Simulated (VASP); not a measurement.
A run of VASP 6.6.1 is set up as follows.

Contents of INCAR:

```
PREC = Accurate
ENCUT = 500
EDIFF = 1E-6
ISMEAR = 1
SIGMA = 0.39
LREAL = False
LASPH = True
NELM = 120
ALGO = Normal
ISIF = 2
LWAVE = False
LCHARG = True
GGA = PE
IVDW = 12
LELF = True
LVHAR = True
NBANDS = 26
GGA_COMPAT = False
```

File KPOINTS:

```
Automatic mesh
0
Gamma
  2 2 2
```

POSCAR

```
Rb3Pt
1.0
    5.4987900000      0.0000000000      0.0000000000
    0.0000000000      5.4987900000      0.0000000000
    0.0000000000      0.0000000000      5.4987900000
Rb Pt
3 1
Direct
    0.0000000000      0.0000000000      0.5000000000
    0.0000000000      0.5000000000      0.0000000000
    0.5000000000      0.0000000000      0.0000000000
    0.5000000000      0.5000000000      0.5000000000
```

Potentials or basis: VASP PAW PBE potentials, release 64 (Rb_sv, Pt).

Run with:

```bash
$ cat potpaw_PBE.64/Rb_sv/POTCAR potpaw_PBE.64/Pt/POTCAR > POTCAR
$ mpirun -np 1 vasp_std > vasp.out
```

Estimate the dispersion energy per atom.

-0.231 eV.

Estimate the pressure.

-1.3 GPa.

Caveat: the k points lie up to 0.57 Å⁻¹ apart; pairwise dispersion overbinds metals, which lowers pressure and volume.
